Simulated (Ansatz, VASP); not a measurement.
## SrAl2O2 in VASP and in Ansatz

```
Sr Al O
1.0
     5.04640    0.00000    0.00000
    -2.52320    4.37031    0.00000
     0.00000    0.00000    3.63583
Sr Al O
1 2 2
Direct
  0.00000 0.00000 0.50000
  0.33333 0.66667 0.00000
  0.66667 0.33333 0.00000
  0.33333 0.66667 0.50000
  0.66667 0.33333 0.50000
```

Alike in both runs: functional PBE; k mesh 6 × 6 × 6; occupations gaussian, width 0.1 eV; no spin polarisation.

Ansatz relaxed the structure, and its values are those at the end. VASP's run is a single point on that final structure, the one shown.

|  | VASP | Ansatz |
| --- | --- | --- |
| version | VASP 6.6.1 | Ansatz 0.2.0 |
| potentials or method | VASP PAW PBE potentials, release 64 (Sr_sv, Al, O), cutoff 520 eV | scalar-relativistic, plane waves, PAW |
| valence electrons in the cell | 28 | 28 |

VASP gave:

- gap on the k mesh at the Fermi level (eV): none
- pressure (GPa): -0.1

Which values does Ansatz return?

gap on the k mesh at the Fermi level (eV): none; pressure (GPa): -0.2.

A gap of «none» marks a metal or a gap that the smearing closes.
